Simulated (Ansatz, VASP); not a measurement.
## SnSe: VASP beside Ansatz

The input INCAR:

```
PREC = Accurate ; ENCUT = 500
EDIFF = 1E-6 ; ISMEAR = 0
SIGMA = 0.01 ; LREAL = F
LASPH = T ; NELM = 120
ALGO = Normal ; ISIF = 2
LWAVE = F ; LCHARG = F
GGA = PS ; NBANDS = 17
GGA_COMPAT = F
```

Contents of KPOINTS:

```
Automatic mesh
0
Gamma
  6 6 6
```

File POSCAR:

```
SnSe
1.0
    0.0000000000      2.9848894956      2.9848894956
    2.9848894956      0.0000000000      2.9848894956
    2.9848894956      2.9848894956      0.0000000000
Sn Se
1 1
Direct
    0.0000000000      0.0000000000      0.0000000000
    0.5000000000      0.5000000000      0.5000000000
```

Input for Ansatz:

```yaml
crystal:
  lattice:
    - [0.0, 2.9848894956, 2.9848894956]
    - [2.9848894956, 0.0, 2.9848894956]
    - [2.9848894956, 2.9848894956, 0.0]
  atoms:
    - { symbol: Sn, position: [0.0, 0.0, 0.0] }
    - { symbol: Se, position: [0.5, 0.5, 0.5] }
kpoints:
  mp_grid: { grid: [6, 6, 6] }
hamiltonian:
  xc: pbesol
scf:
  occupations: { method: fixed }
  n_extra_bands: 4
  convergence: { dr2_threshold: 1.0e-12 }
  max_iter: 87
output:
  forces: true
  stress: true
  eigenvalues: true
```

Alike in both runs: task single point; functional PBEsol; k mesh 6 × 6 × 6; no spin polarisation.

```csv
,VASP,Ansatz
version,VASP 6.6.1,Ansatz 0.2.0
potentials or method,"VASP PAW PBE potentials, release 64 (Sn_d, Se)",plane waves
plane-wave cutoff (eV),500,420
occupations,"gaussian, width 0.01 eV",fixed
valence electrons in the cell,20,30
```

```tsv
	VASP	Ansatz	Ansatz less VASP
gap on the k mesh at the Fermi level (eV)	0.76	0.76	-0.002
pressure (GPa)	-1.0	-1.0	-0.02
```

VASP's potentials were made for PBE, not for PBEsol. VASP's potentials hold 20 valence electrons a cell and Ansatz's 30, so a difference there can come from the potentials and not from the codes.
